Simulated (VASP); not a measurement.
Here is a VASP 6.6.1 calculation.

POSCAR

```
Ta
1.0
   -1.5698561002      1.5698561002      1.5698561002
    1.5698561002     -1.5698561002      1.5698561002
    1.5698561002      1.5698561002     -1.5698561002
Ta
1
Direct
    0.0000000000      0.0000000000      0.0000000000
```

The input INCAR.step1:

```
PREC = Accurate ; ENCUT = 600
ISMEAR = 0 ; SIGMA = 0.1
LREAL = False ; LASPH = True
NELM = 100 ; GGA = PE
ALGO = Normal ; EDIFF = 1E-4
LWAVE = True ; LCHARG = False
```

Contents of INCAR.step2:

```
PREC = Accurate ; ENCUT = 600
EDIFF = 1E-7 ; ISMEAR = 0
SIGMA = 0.1 ; LREAL = False
LASPH = True ; NELM = 100
ALGO = Normal ; ISIF = 3
LWAVE = False ; LCHARG = False
METAGGA = R2SCAN ; LMIXTAU = True
IBRION = 2 ; NSW = 70
EDIFFG = -0.008 ; PSTRESS = 400.0
ISTART = 1
```

KPOINTS

```
regular mesh
0
Gamma
  18 18 18
```

Potentials or basis: VASP PAW PBE potentials, release 64 (Ta_pv).

Launch:

```bash
$ cat potpaw_PBE.64/Ta_pv/POTCAR > POTCAR
$ cp INCAR.step1 INCAR
$ mpirun -np 1 vasp_std > vasp.out
$ cp INCAR.step2 INCAR
$ mpirun -np 1 vasp_std > vasp.out
```

Problem. Estimate the relaxed cell.

Solution. a = 2.726 Å, b = 2.726 Å, c = 2.726 Å, α = 109.47°, β = 109.47°, γ = 109.47°.

Problem. Estimate the band gap on the k mesh.

Solution. Zero (an odd number of electrons rules out a gap without spin polarisation).

Final structure:
```cif
data_structure
_symmetry_space_group_name_H-M 'P 1'
_symmetry_Int_Tables_number 1
_cell_length_a 2.7261
_cell_length_b 2.7261
_cell_length_c 2.7261
_cell_angle_alpha 109.471
_cell_angle_beta 109.471
_cell_angle_gamma 109.471
_cell_volume 15.60
loop_
_atom_site_label
_atom_site_type_symbol
_atom_site_fract_x
_atom_site_fract_y
_atom_site_fract_z
_atom_site_occupancy
Ta1 Ta 0.00000 0.00000 0.00000 1
```

Caveat: spin-orbit coupling is left out, which moves the levels of the heavy elements.
